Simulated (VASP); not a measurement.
A run of VASP 6.6.1:

File INCAR:

```
PREC     = Accurate       # precision mode
ENCUT    = 500            # plane-wave cutoff, eV
EDIFF    = 1E-8           # SCF threshold, eV
ISMEAR   = 0              # smearing method
SIGMA    = 0.01           # smearing width, eV
LREAL    = F              # projectors in reciprocal space
LASPH    = T              # aspherical terms in the spheres
NELM     = 120            # most SCF steps
ALGO     = Normal         # electronic algorithm
ISIF     = 2              # what is computed and relaxed
LWAVE    = F              # write WAVECAR
LCHARG   = F              # write CHGCAR
IBRION   = 8              # ionic algorithm
NSW      = 1              # ionic steps
GGA_COMPAT= F
```

Contents of KPOINTS:

```
regular mesh
0
Gamma
  8 8 8
```

The input POSCAR:

```
ZnSe
1.0
    0.0000000000      2.7836740514      2.7836740514
    2.7836740514      0.0000000000      2.7836740514
    2.7836740514      2.7836740514      0.0000000000
Zn Se
1 1
Direct
    0.0000000000      0.0000000000      0.0000000000
    0.2500000000      0.2500000000      0.2500000000
```

Potentials or basis: VASP PAW LDA potentials, release 64 (Zn, Se).

Run with:

```bash
$ cat potpaw_LDA.64/Zn/POTCAR potpaw_LDA.64/Se/POTCAR > POTCAR
$ mpirun -np 1 vasp_std > vasp.out
```

Hardware: 1 thread of Intel(R) Xeon(R) Platinum 8375C CPU @ 2.90GHz (Ice Lake), with other jobs on the host.

Task: How long does it take, and how much memory?

Result: Run time: 100 s on 1 thread of Intel(R) Xeon(R) Platinum 8375C CPU @ 2.90GHz (Ice Lake) (shared host), peak memory 0.26 GiB. Counts: scf iterations 38, k points 29.
